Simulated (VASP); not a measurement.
# Ca (Pm-3m) in VASP: a series of runs, part 2 of 2

VASP 6.6.1. Earlier steps stand in the parts before.

### 4 Single point, PBE (volume scaled by 0.8)

INCAR

```
ALGO = Normal
EDIFF = 1E-7
ENCUT = 520
GGA = PE
ISIF = 2
ISMEAR = -1
LASPH = True
LCHARG = False
LREAL = False
LWAVE = False
NBANDS = 11
NELM = 60
PREC = Accurate
SIGMA = 0.1
```

KPOINTS

```
k-points
0
Gamma
  12 12 12
```

POSCAR

```
Ca
1.0
    3.2696830869      0.0000000000      0.0000000000
    0.0000000000      3.2696830869      0.0000000000
    0.0000000000      0.0000000000      3.2696830869
Ca
1
Direct
    0.0000000000      0.0000000000      0.0000000000
```

Potentials or basis: VASP PAW PBE potentials, release 64 (Ca_sv).

Started as:

```sh
$ cat potpaw_PBE.64/Ca_sv/POTCAR > POTCAR
$ mpirun -np 1 vasp_std > vasp.out
```

OUTCAR:

```text
EDIFF = 1E-7
   ENCUT = 520
   GGA = PE
   ISIF = 2
   ISMEAR = -1
   LASPH = True
   LREAL = False
   NELM = 60
   PREC = Accurate

 ion  position               nearest neighbor table
   1  0.000  0.000  0.000-

  LATTYP: Found a simple cubic cell.
 ALAT       =     3.2696830869

  Lattice vectors:

 A1 = (   3.2696830869,   0.0000000000,   0.0000000000)
 A2 = (   0.0000000000,   3.2696830869,   0.0000000000)
 A3 = (   0.0000000000,   0.0000000000,   3.2696830869)

Analysis of symmetry for initial positions (statically):
=====================================================================
 Subroutine PRICEL returns:
 Original cell was already a primitive cell.

 Routine SETGRP: Setting up the symmetry group for a
 simple cubic supercell.

 Subroutine GETGRP returns: Found 48 space group operations
 (whereof 48 operations were pure point group operations)
 out of a pool of 48 trial point group operations.

The static configuration has the point symmetry O_h .

Analysis of symmetry for dynamics (positions and initial velocities):
=====================================================================
 Subroutine PRICEL returns:
 Original cell was already a primitive cell.

 Routine SETGRP: Setting up the symmetry group for a
 simple cubic supercell.

 Subroutine GETGRP returns: Found 48 space group operations
 (whereof 48 operations were pure point group operations)
 out of a pool of 48 trial point group operations.

The dynamic configuration has the point symmetry O_h .

 Subroutine INISYM returns: Found 48 space group operations
 (whereof 48 operations are pure point group operations),
 and found     1 'primitive' translations

----------------------------------------------------------------------------------------

                                     Primitive cell

  volume of cell :      34.9556

  direct lattice vectors                    reciprocal lattice vectors
     3.269683087  0.000000000  0.000000000     0.305840038  0.000000000  0.000000000
     0.000000000  3.269683087  0.000000000     0.000000000  0.305840038  0.000000000
     0.000000000  0.000000000  3.269683087     0.000000000  0.000000000  0.305840038

  length of vectors
     3.269683087  3.269683087  3.269683087     0.305840038  0.305840038  0.305840038

  position of ions in fractional coordinates (direct lattice)
     0.000000000  0.000000000  0.000000000

  ion indices of the primitive-cell ions
   primitive index   ion index
                 1           1

----------------------------------------------------------------------------------------

 KPOINTS: k-points

Automatic generation of k-mesh.
 Grid dimensions read from file:
 generate k-points for:   12   12   12

 Generating k-lattice:

  Cartesian coordinates                     Fractional coordinates (reciprocal lattice)
     0.025486670  0.000000000  0.000000000     0.083333333  0.000000000  0.000000000
     0.000000000  0.025486670  0.000000000     0.000000000  0.083333333  0.000000000
     0.000000000  0.000000000  0.025486670     0.000000000  0.000000000  0.083333333

  Length of vectors
     0.025486670  0.025486670  0.025486670

  Shift w.r.t. Gamma in fractional coordinates (k-lattice)
     0.000000000  0.000000000  0.000000000

 Subroutine IBZKPT returns following result:
 ===========================================

 Found     84 irreducible k-points:

 Following reciprocal coordinates:
            Coordinates               Weight
  0.000000  0.000000  0.000000      1.000000
  0.083333  0.000000  0.000000      6.000000
  0.166667  0.000000  0.000000      6.000000
  0.250000  0.000000  0.000000      6.000000
  0.333333  0.000000  0.000000      6.000000
  0.416667  0.000000  0.000000      6.000000
[... 16 lines left out ...]
  0.333333  0.333333  0.000000     12.000000
  0.416667  0.333333  0.000000     24.000000
 [... further k-points ...]
   k-points           NKPTS =     84   k-points in BZ     NKDIM =     84   number of bands    NBANDS=     11
   number of dos      NEDOS =    301   number of ions     NIONS =      1
   total plane-waves  NPLWV =  13824
   dimension x,y,z NGX =    24 NGY =   24 NGZ =   24
   dimension x,y,z NGXF=    48 NGYF=   48 NGZF=   48
   ions per type =               1
   NGX,Y,Z   is equivalent  to a cutoff of  12.20, 12.20, 12.20 a.u.
   NGXF,Y,Z  is equivalent  to a cutoff of  24.41, 24.41, 24.41 a.u.
 SYSTEM =  unknown system
   PREC   = accura    normal or accurate (medium, high low for compatibility)
   ISTART =      0    job   : 0-new  1-cont  2-samecut
   ICHARG =      2    charge: 1-file 2-atom 10-const
   ISPIN  =      1    spin polarized calculation?
   LNONCOLLINEAR =      F non collinear calculations
   LSORBIT =      F    spin-orbit coupling
   LASPH  =      T    aspherical Exc in radial PAW
   ENCUT  =  520.0 eV  38.22 Ry    6.18 a.u.   6.08  6.08  6.08*2*pi/ulx,y,z
   NELM   =     60;   NELMIN=  2; NELMDL= -5     # of ELM steps
   EDIFF  = 0.1E-06   stopping-criterion for ELM
   LREAL  =      F    real-space projection
   EDIFFG = 0.1E-05   stopping-criterion for IOM
   NSW    =      0    number of steps for IOM
   IBRION =     -1    ionic relax: 0-MD 1-quasi-New 2-CG
   NFREE  =      0    steps in history (QN), initial steepest desc. (CG)
   ISIF   =      2    stress and relaxation
   ISYM   =      2    0-nonsym 1-usesym 2-fastsym
   POTIM  = 0.5000    time-step for ionic-motion
   TEBEG  =    0.0;   TEEND  =   0.0 temperature during run
   PSTRESS=    0.0 pullay stress
   NELECT =      10.0000    total number of electrons
   NUPDOWN=      -1.0000    fix difference up-down
   EMIN   =  10.00;   EMAX   =-10.00  energy-range for DOS
   EFERMI =   0.00;   METHOD = LEGACY
   ISMEAR =    -1;   SIGMA  =   0.10  broadening in eV -4-tet -1-fermi 0-gaus
   EFERMI_NEDOS =   21; number of points for ismear=-14 and -15
   IALGO  =     38    algorithm
   IMIX   =      4    mixing-type and parameters
     AMIX     =   0.40;   BMIX     =  1.00
     AMIX_MAG =   1.60;   BMIX_MAG =  1.00
  volume/ion in A,a.u.               =      34.96       235.89
  Fermi-wavevector in a.u.,A,eV,Ry     =   1.078705  2.038456 15.831786  1.163603
  Thomas-Fermi vector in A             =   2.214650
   LORBIT       =      0    0 simple, 1 ext, 2 COOP (PROOUT), +10 PAW based schemes
   GGA     = PE    functional components
   LHFCALC =     F    Hartree Fock is set to
   AEXX    =    0.0000 exact exchange contribution
   IVDW    =     0    specifies the selected vdW correction
   LEPSILON=     F    determine dielectric tensor
   LRPA    =     F    only Hartree local field effects (RPA)
 non-spin polarized calculation
  energy-cutoff  :      520.00
  volume of cell :       34.96
 maximum number of plane-waves:       968
   NGX = 13   NGY = 13   NGZ = 13

 number of electron      10.0000006 magnetization

 Free energy of the ion-electron system (eV)
  ---------------------------------------------------
  ext. energy  EPLUGINS =         0.00000000
  ---------------------------------------------------
  free energy    TOTEN  =        -1.47063736 eV

  energy without entropy =       -1.44938202  energy(sigma->0) =       -1.46000969

 E-fermi :   2.6605     XC(G=0):  -8.3175

 val. band max:        2.6462943122   @ k =   0.5000   0.2500   0.0000
 cond. band min:       2.6652997076   @ k =   0.5000   0.3333   0.3333
 fundamental gap:      0.0190053954
 Fermi energy:         2.6604837270

 k-point     1 :       0.0000    0.0000    0.0000
  band No.  band energies     occupation
      1     -39.1895      2.00000
      2     -20.0009      2.00000
      3     -20.0009      2.00000
      4     -20.0009      2.00000
      5      -1.4731      2.00000
      6       3.4426      0.00080
      7       3.4426      0.00080
      8       7.4880      0.00000
      9       7.4880      0.00000
     10       7.4880      0.00000
     11      12.7833      0.00000
[... 309 lines left out ...]
 k-point    24 :       0.4167    0.3333    0.0000
  band No.  band energies     occupation
      1     -39.1174      2.00000
      2     -20.3443      2.00000
      3     -20.2633      2.00000
      4     -19.9407      2.00000
      5       1.8655      1.99929
      6       3.3087      0.00305
      7       5.1014      0.00000
      8       5.5970      0.00000
      9       6.2667      0.00000
     10       6.5653      0.00000
     11       8.9679      0.00000

 [... further k-points ...]

------------------------ aborting loop because EDIFF is reached ----------------------------------------

  FORCE on cell =-STRESS in cart. coord.  units (eV):
  Direction    XX          YY          ZZ          XY          YZ          ZX
  --------------------------------------------------------------------------------------
  -------------------------------------------------------------------------------------
  Total        0.7528474      0.7528474      0.7528474      0.0000000     -0.0000000      0.0000000
  in kB       34.5064696     34.5064696     34.5064696      0.0000000     -0.0000000      0.0000000
  external PRESSURE =      34.5064696 kB  Pullay stress =       0.0000000 kB

 VOLUME and BASIS-vectors are now :
 -----------------------------------------------------------------------------
  energy-cutoff  :      520.00
  volume of cell :       34.96
      direct lattice vectors                 reciprocal lattice vectors
     3.269683087  0.000000000  0.000000000     0.305840038  0.000000000  0.000000000
     0.000000000  3.269683087  0.000000000     0.000000000  0.305840038  0.000000000
     0.000000000  0.000000000  3.269683087     0.000000000  0.000000000  0.305840038

 POSITION                                       TOTAL-FORCE (eV/Angst)
 -----------------------------------------------------------------------------------
      0.00000      0.00000      0.00000         0.000000      0.000000      0.000000
 -----------------------------------------------------------------------------------
    total drift:                               -0.000000      0.000000      0.000000

  FREE ENERGIE OF THE ION-ELECTRON SYSTEM (eV)
  ---------------------------------------------------
  free  energy   TOTEN  =        -1.4706373636 eV

  energy  without entropy=       -1.4493820162  energy(sigma->0) =       -1.46000969
```

Run time: 7.7 s. Hardware: 1 thread of Intel Xeon 6975P-C (Granite Rapids), shared host; peak memory 0.15 GiB.

What came out:

```yaml
Free_energy: -1.4706 eV
Pressure: 3.5 GPa
Band_gap_on_the_k_mesh: zero (band 5 reaches 3.20 eV, above the bottom of band 6 at 2.23 eV)
```

### 5 Single point, PBE (volume scaled by 0.8)

INCAR

```
SYSTEM = Ca
ALGO = Normal ; EDIFF = 1E-6
ENCUT = 520 ; GGA = PE
ISIF = 2 ; ISMEAR = -1
LASPH = .True. ; LCHARG = .False.
LREAL = .False. ; LWAVE = .False.
NBANDS = 11 ; NELM = 60
PREC = Accurate ; SIGMA = 0.1
```

KPOINTS

```
k-points
0
Gamma
  12 12 12
  0 0 0
```

POSCAR is that of step 4.

Started as:

```sh
$ cat potpaw_PBE.64/Ca_sv/POTCAR > POTCAR
$ mpirun -np 1 vasp_std > vasp.out
```

It took 6.4 s on 1 thread of Intel Xeon 6975P-C (Granite Rapids), shared host; peak memory 0.15 GiB.

Results (log left out):

* Free energy: -1.4706 eV
* Pressure: 3.4 GPa
* Band gap on the k mesh: zero (band 5 reaches 3.20 eV, above the bottom of band 6 at 2.23 eV)

Levels at points of the mesh, in eV from the Fermi level:
| k point | band 1 | band 2 | band 3 | band 4 | band 5 | band 6 | band 7 | band 8 | band 9 | band 10 |
| --- | --- | --- | --- | --- | --- | --- | --- | --- | --- | --- |
| (0.00, 0.00, 0.00) | -41.85 | -22.66 | -22.66 | -22.66 | -4.13 | 0.78 | 0.78 | 4.83 | 4.83 | 4.83 |
| (0.50, 0.00, 0.00) | -41.81 | -23.07 | -22.62 | -22.62 | -1.06 | -0.36 | 1.40 | 3.25 | 3.25 | 4.97 |
| (0.50, 0.50, 0.00) | -41.76 | -23.02 | -23.02 | -22.59 | -0.74 | 1.18 | 3.11 | 3.11 | 3.64 | 3.64 |
| (0.50, 0.50, 0.50) | -41.72 | -22.96 | -22.96 | -22.96 | 0.54 | 0.54 | 0.54 | 5.80 | 5.80 | 6.07 |

### 6 Overview

```csv
cell,gap on the mesh (eV),pressure (GPa)
"a = 2.971 Å, 1 atom",none,12.7
"a = 3.127 Å, 1 atom",none,6.9
"a = 3.270 Å, 1 atom",none,3.4
```

Alike in all rows: task single point; level PBE; potentials or basis VASP PAW PBE potentials, release 64 (Ca_sv); no spin polarisation; k mesh 12 × 12 × 12; cutoff (eV) 520; smearing fermi-dirac 0.1 eV.

Absolute energies hang on the potentials; compare differences alone.
